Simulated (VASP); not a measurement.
# GaN (F-43m) in VASP: further runs

GaN is run at these levels: BHLYP; tasks: single point.

Program: VASP 6.6.1. These are calculated values, not measurements. Logs are shortened: lines on timing, memory, paths and dates and some standing lists are left out, and cuts for length are marked.

### 1 The cell of the first run

The structure is cubic, space group F-43m (No. 216). Conventional cell: a = 4.537 Å, b = 4.537 Å, c = 4.537 Å, α = 90.00°, β = 90.00°, γ = 90.00°. Within 2.6 Å of Ga (site symmetry -43m) lie 4 N at 1.96 Å. N (site symmetry -43m) has 4 Ga at 1.96 Å within 2.6 Å.

### 2 Single point, BHLYP

The input, POSCAR:

```
GaN
1.0
    0.0000000000      2.2684248875      2.2684248875
    2.2684248875      0.0000000000      2.2684248875
    2.2684248875      2.2684248875      0.0000000000
Ga N
1 1
Direct
    0.0000000000      0.0000000000      0.0000000000
    0.2500000000      0.2500000000      0.2500000000
```

The input, INCAR.step1:

```
ALGO = Normal ; EDIFF = 1E-5
ENCUT = 520 ; GGA = PE
ISIF = 2 ; ISMEAR = -1
LASPH = True ; LREAL = False
LWAVE = True ; NBANDS = 16
NELM = 100 ; PREC = Accurate
SIGMA = 0.05
```

The input, INCAR.step2:

```
AEXX = 0.5 ; AGGAC = 1.0
AGGAX = 0.5 ; ALDAC = 0.0
ALDAX = 0.5 ; ALGO = Normal
EDIFF = 1E-6 ; ENCUT = 520
GGA = B5 ; ISIF = 2
ISMEAR = -1 ; ISTART = 1
LASPH = True ; LCHARG = True
LELF = True ; LHFCALC = True
LREAL = False ; LVHAR = True
LWAVE = False ; NBANDS = 16
NELM = 100 ; PREC = Accurate
PRECFOCK = Normal ; SIGMA = 0.05
```

The input, KPOINTS:

```
k-points
0
Gamma
  5 5 5
```

Potentials or basis: VASP PAW PBE potentials, release 64 (Ga_d, N).

On the command line:

```console
$ cat potpaw_PBE.64/Ga_d/POTCAR potpaw_PBE.64/N/POTCAR > POTCAR
$ cp INCAR.step1 INCAR
$ mpirun -np 1 vasp_std > vasp.out
$ cp INCAR.step2 INCAR
$ mpirun -np 1 vasp_std > vasp.out
```

OUTCAR:

```text
AEXX = 0.5
   EDIFF = 1E-6
   ENCUT = 520
   GGA = B5
   ISIF = 2
   ISMEAR = -1
   ISTART = 1
   LASPH = True
   LHFCALC = True
   LREAL = False
   NELM = 100
   PREC = Accurate
   PRECFOCK = Normal

 ion  position               nearest neighbor table
   1  0.000  0.000  0.000-   2 1.96   2 1.96   2 1.96   2 1.96
   2  0.250  0.250  0.250-   1 1.96   1 1.96   1 1.96   1 1.96

  LATTYP: Found a face centered cubic cell.
 ALAT       =     4.5368497750

  Lattice vectors:

 A1 = (   0.0000000000,   2.2684248875,   2.2684248875)
 A2 = (   2.2684248875,   0.0000000000,   2.2684248875)
 A3 = (   2.2684248875,   2.2684248875,   0.0000000000)

Analysis of symmetry for initial positions (statically):
=====================================================================
 Subroutine PRICEL returns:
 Original cell was already a primitive cell.

 Routine SETGRP: Setting up the symmetry group for a
 face centered cubic supercell.

 Subroutine GETGRP returns: Found 24 space group operations
 (whereof 24 operations were pure point group operations)
 out of a pool of 48 trial point group operations.

The static configuration has the point symmetry T_d .

Analysis of symmetry for dynamics (positions and initial velocities):
=====================================================================
 Subroutine PRICEL returns:
 Original cell was already a primitive cell.

 Routine SETGRP: Setting up the symmetry group for a
 face centered cubic supercell.

 Subroutine GETGRP returns: Found 24 space group operations
 (whereof 24 operations were pure point group operations)
 out of a pool of 48 trial point group operations.

The dynamic configuration has the point symmetry T_d .

 Subroutine INISYM returns: Found 24 space group operations
 (whereof 24 operations are pure point group operations),
 and found     1 'primitive' translations

----------------------------------------------------------------------------------------

                                     Primitive cell

  volume of cell :      23.3455

  direct lattice vectors                    reciprocal lattice vectors
     0.000000000  2.268424888  2.268424888    -0.220417261  0.220417261  0.220417261
     2.268424888  0.000000000  2.268424888     0.220417261 -0.220417261  0.220417261
     2.268424888  2.268424888  0.000000000     0.220417261  0.220417261 -0.220417261

  length of vectors
     3.208037241  3.208037241  3.208037241     0.381773895  0.381773895  0.381773895

  position of ions in fractional coordinates (direct lattice)
     0.000000000  0.000000000  0.000000000
     0.250000000  0.250000000  0.250000000

  ion indices of the primitive-cell ions
   primitive index   ion index
                 1           1
                 2           2

----------------------------------------------------------------------------------------

 KPOINTS: k-points

Automatic generation of k-mesh.
 Grid dimensions read from file:
 generate k-points for:    5    5    5

 Generating k-lattice:

  Cartesian coordinates                     Fractional coordinates (reciprocal lattice)
    -0.044083452  0.044083452  0.044083452     0.200000000  0.000000000  0.000000000
     0.044083452 -0.044083452  0.044083452     0.000000000  0.200000000  0.000000000
     0.044083452  0.044083452 -0.044083452     0.000000000  0.000000000  0.200000000

  Length of vectors
     0.076354779  0.076354779  0.076354779

  Shift w.r.t. Gamma in fractional coordinates (k-lattice)
     0.000000000  0.000000000  0.000000000

 Subroutine IBZKPT returns following result:
 ===========================================

 Found     10 irreducible k-points:

 Following reciprocal coordinates:
            Coordinates               Weight
  0.000000  0.000000  0.000000      1.000000
  0.200000  0.000000  0.000000      8.000000
  0.400000  0.000000  0.000000      8.000000
  0.200000  0.200000  0.000000      6.000000
  0.400000  0.200000  0.000000     24.000000
 -0.400000  0.200000  0.000000     24.000000
 -0.200000  0.200000  0.000000     12.000000
  0.400000  0.400000  0.000000      6.000000
 -0.400000  0.400000  0.000000     12.000000
 -0.400000  0.400000  0.200000     24.000000
   k-points           NKPTS =     10   k-points in BZ     NKDIM =    125   number of bands    NBANDS=     16
   number of dos      NEDOS =    301   number of ions     NIONS =      2
   total plane-waves  NPLWV =  13824
   dimension x,y,z NGX =    24 NGY =   24 NGZ =   24
   dimension x,y,z NGXF=    48 NGYF=   48 NGZF=   48
   ions per type =               1   1
   NGX,Y,Z   is equivalent  to a cutoff of  12.44, 12.44, 12.44 a.u.
   NGXF,Y,Z  is equivalent  to a cutoff of  24.87, 24.87, 24.87 a.u.
 SYSTEM =  unknown system
   PREC   = accura    normal or accurate (medium, high low for compatibility)
   ISTART =      1    job   : 0-new  1-cont  2-samecut
   ICHARG =      0    charge: 1-file 2-atom 10-const
   ISPIN  =      1    spin polarized calculation?
   LNONCOLLINEAR =      F non collinear calculations
   LSORBIT =      F    spin-orbit coupling
   LASPH  =      T    aspherical Exc in radial PAW
   ENCUT  =  520.0 eV  38.22 Ry    6.18 a.u.   5.96  5.96  5.96*2*pi/ulx,y,z
   NELM   =    100;   NELMIN=  2; NELMDL=  0     # of ELM steps
   EDIFF  = 0.1E-05   stopping-criterion for ELM
   LREAL  =      F    real-space projection
   EDIFFG = 0.1E-04   stopping-criterion for IOM
   NSW    =      0    number of steps for IOM
   IBRION =     -1    ionic relax: 0-MD 1-quasi-New 2-CG
   NFREE  =      0    steps in history (QN), initial steepest desc. (CG)
   ISIF   =      2    stress and relaxation
   ISYM   =      3    0-nonsym 1-usesym 2-fastsym
   POTIM  = 0.5000    time-step for ionic-motion
   TEBEG  =    0.0;   TEEND  =   0.0 temperature during run
   PSTRESS=    0.0 pullay stress
   NELECT =      18.0000    total number of electrons
   NUPDOWN=      -1.0000    fix difference up-down
   EMIN   =  10.00;   EMAX   =-10.00  energy-range for DOS
   EFERMI =   0.00;   METHOD = LEGACY
   ISMEAR =    -1;   SIGMA  =   0.05  broadening in eV -4-tet -1-fermi 0-gaus
   EFERMI_NEDOS =   21; number of points for ismear=-14 and -15
   IALGO  =     38    algorithm
   IMIX   =      1    mixing-type and parameters
     AMIX     =   0.40;   BMIX     =  1.00
     AMIX_MAG =   1.60;   BMIX_MAG =  1.00
  volume/ion in A,a.u.               =      11.67        78.77
  Fermi-wavevector in a.u.,A,eV,Ry     =   1.501175  2.836809 30.661079  2.253526
  Thomas-Fermi vector in A             =   2.612580
   LORBIT       =      0    0 simple, 1 ext, 2 COOP (PROOUT), +10 PAW based schemes
   GGA     = B5    functional components
   LHFCALC =     T    Hartree Fock is set to
   PRECFOCK=normal    Normal, Fast or Accurate (Low or Medium for compatibility)
   ENCUT4O =  -1.0   cutoff for four orbital integrals eV
   NKREDX  =     1    reduce k-point grid by
   NKREDY  =     1    reduce k-point grid by
   NKREDZ  =     1    reduce k-point grid by
   AEXX    =    0.5000 exact exchange contribution
   HFSCREEN=    0.0000 screening length (either q_TF or 0.3 A-1)
   HFSCREENC=   0.0000 screening length for correlation (either q_TF or 0.3 A-1)
   ENCUTFOCK=  -1.0 apply spherical cutoff to Coloumb kernel
   IVDW    =     0    specifies the selected vdW correction
   LEPSILON=     F    determine dielectric tensor
   LRPA    =     F    only Hartree local field effects (RPA)
 non-spin polarized calculation
  energy-cutoff  :      520.00
  volume of cell :       23.35
 maximum number of plane-waves:       635
  NGX = 18; NGY = 18; NGZ = 18

 number of electron      17.9999989 magnetization

 Free energy of the ion-electron system (eV)
  ---------------------------------------------------
  ext. energy  EPLUGINS =         0.00000000
  ---------------------------------------------------
  free energy    TOTEN  =       -18.20352883 eV

  energy without entropy =      -18.20352883  energy(sigma->0) =      -18.20352883

 E-fermi :   3.9943     XC(G=0):  -6.0700

 val. band max:        2.9872273702   @ k =   0.0000   0.0000   0.0000
 cond. band min:       8.8076493209   @ k =   0.0000   0.0000   0.0000
 fundamental gap:      5.8204219507
 Fermi energy:         3.9942894436

 k-point     1 :       0.0000    0.0000    0.0000
  band No.  band energies     occupation
      1     -15.7018      2.00000
      2     -14.8674      2.00000
      3     -14.8674      2.00000
      4     -14.8674      2.00000
      5     -14.5707      2.00000
      6     -14.5707      2.00000
[... 8 lines left out ...]
     15      26.7833      0.00000
     16      26.7833      0.00000

 k-point     2 :       0.2000    0.0000    0.0000
  band No.  band energies     occupation
      1     -15.6567      2.00000
      2     -14.8291      2.00000
      3     -14.8291      2.00000
      4     -14.5717      2.00000
      5     -14.5717      2.00000
      6     -14.2582      2.00000
[... 8 lines left out ...]
     15      24.5620      0.00000
     16      24.5620      0.00000

 k-point     3 :       0.4000    0.0000    0.0000
  band No.  band energies     occupation
      1     -15.7157      2.00000
      2     -14.7899      2.00000
      3     -14.7899      2.00000
      4     -14.5485      2.00000
      5     -14.5485      2.00000
      6     -12.6632      2.00000
[... 8 lines left out ...]
     15      26.8242      0.00000
     16      26.8242      0.00000

 k-point     4 :       0.2000    0.2000    0.0000
  band No.  band energies     occupation
      1     -15.6492      2.00000
      2     -14.7869      2.00000
      3     -14.7869      2.00000
      4     -14.6339      2.00000
      5     -14.5499      2.00000
      6     -14.0726      2.00000
[... 8 lines left out ...]
     15      28.8453      0.00000
     16      29.5562      0.00000

 k-point     5 :       0.4000    0.2000    0.0000
  band No.  band energies     occupation
      1     -15.6907      2.00000
      2     -14.7600      2.00000
      3     -14.7309      2.00000
      4     -14.6331      2.00000
      5     -14.5332      2.00000
      6     -12.7470      2.00000
[... 8 lines left out ...]
     15      28.3415      0.00000
     16      29.1120      0.00000

 k-point     6 :      -0.4000    0.2000    0.0000
  band No.  band energies     occupation
      1     -15.7108      2.00000
      2     -14.7725      2.00000
      3     -14.7303      2.00000
      4     -14.5842      2.00000
      5     -14.5553      2.00000
      6     -11.9534      2.00000
[... 8 lines left out ...]
     15      26.7231      0.00000
     16      28.3361      0.00000

 k-point     7 :      -0.2000    0.2000    0.0000
  band No.  band energies     occupation
      1     -15.6719      2.00000
      2     -14.7870      2.00000
      3     -14.7805      2.00000
      4     -14.5900      2.00000
      5     -14.5682      2.00000
      6     -13.2431      2.00000
[... 8 lines left out ...]
     15      25.5738      0.00000
     16      28.7275      0.00000

 k-point     8 :       0.4000    0.4000    0.0000
  band No.  band energies     occupation
      1     -15.7219      2.00000
      2     -14.7227      2.00000
      3     -14.6448      2.00000
      4     -14.6448      2.00000
      5     -14.5159      2.00000
      6     -12.0761      2.00000
[... 8 lines left out ...]
     15      30.5418      0.00000
     16      31.7105      0.00000

 k-point     9 :      -0.4000    0.4000    0.0000
  band No.  band energies     occupation
      1     -15.7240      2.00000
      2     -14.7294      2.00000
      3     -14.6444      2.00000
      4     -14.6426      2.00000
      5     -14.5320      2.00000
      6     -11.4869      2.00000
[... 8 lines left out ...]
     15      29.7809      0.00000
     16      31.3402      0.00000

 k-point    10 :      -0.4000    0.4000    0.2000
  band No.  band energies     occupation
      1     -15.7087      2.00000
      2     -14.7385      2.00000
      3     -14.6997      2.00000
      4     -14.6121      2.00000
      5     -14.5500      2.00000
      6     -11.6941      2.00000
[... 8 lines left out ...]
     15      27.5104      0.00000
     16      31.7073      0.00000

------------------------ aborting loop because EDIFF is reached ----------------------------------------

  FORCE on cell =-STRESS in cart. coord.  units (eV):
  Direction    XX          YY          ZZ          XY          YZ          ZX
  --------------------------------------------------------------------------------------
  -------------------------------------------------------------------------------------
  Total       -0.7054099     -0.7054099     -0.7054099      0.0000000      0.0000000      0.0000000
  in kB      -48.4115451    -48.4115451    -48.4115451      0.0000000      0.0000000      0.0000000
  external PRESSURE =     -48.4115451 kB  Pullay stress =       0.0000000 kB

 VOLUME and BASIS-vectors are now :
 -----------------------------------------------------------------------------
  energy-cutoff  :      520.00
  volume of cell :       23.35
      direct lattice vectors                 reciprocal lattice vectors
     0.000000000  2.268424888  2.268424888    -0.220417261  0.220417261  0.220417261
     2.268424888  0.000000000  2.268424888     0.220417261 -0.220417261  0.220417261
     2.268424888  2.268424888  0.000000000     0.220417261  0.220417261 -0.220417261

 POSITION                                       TOTAL-FORCE (eV/Angst)
 -----------------------------------------------------------------------------------
      0.00000      0.00000      0.00000         0.000000      0.000000      0.000000
      1.13421      1.13421      1.13421        -0.000000     -0.000000     -0.000000
 -----------------------------------------------------------------------------------
    total drift:                               -0.000032     -0.000020     -0.000008

  FREE ENERGIE OF THE ION-ELECTRON SYSTEM (eV)
  ---------------------------------------------------
  free  energy   TOTEN  =       -18.2035288258 eV

  energy  without entropy=      -18.2035288257  energy(sigma->0) =      -18.20352883
```

Run time: 6.9 min. Hardware: 1 thread of Intel Xeon 6975P-C (Granite Rapids), shared host; peak memory 0.15 GiB.

Results:

| Item | Value |
| --- | --- |
| Free energy | -18.2035 eV |
| Pressure | -4.8 GPa |
| Band gap on the k mesh | 5.82 eV |

Levels at points of the mesh, in eV from the valence-band top:
| k point | band 5 | band 6 | band 7 | band 8 | band 9 | band 10 | band 11 | band 12 | band 13 | band 14 |
| --- | --- | --- | --- | --- | --- | --- | --- | --- | --- | --- |
| (0.00, 0.00, 0.00) | -17.56 | -17.56 | 0.00 | 0.00 | 0.00 | 5.82 | 15.03 | 15.03 | 15.03 | 22.66 |

Caveat: the k points lie up to 0.48 Å⁻¹ apart; the PAW data sets were made with another functional, which shifts forces and pressure a little.

(Continued in part 2 of 2.)
